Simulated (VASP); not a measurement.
Sb:

```
Sb
1.0
    -1.59729    1.59729    2.74763
     1.59729   -1.59729    2.74763
     1.59729    1.59729   -2.74763
Sb
1
Direct
  0.00000 0.00000 0.00000
```

Base run:

* Program: VASP 6.6.1
* Functional: PBE
* Potentials or basis: VASP PAW PBE potentials, release 64 (Sb)
* Cutoff: 520 eV
* k mesh: 12 × 12 × 12
* Occupations: fermi-dirac, width 0.05 eV
* Spin: no spin polarisation

Its results: pressure -0.7 GPa.

Task: The run is repeated on the same cell with these changes: functional from PBE to PBEsol. What comes out?

Result: Pressure -3.5 GPa.

PBEsol binds more tightly than PBE, so the same cell stands under less pressure.

Caveats: the PAW data sets were made with another functional, which shifts forces and pressure a little (some runs).
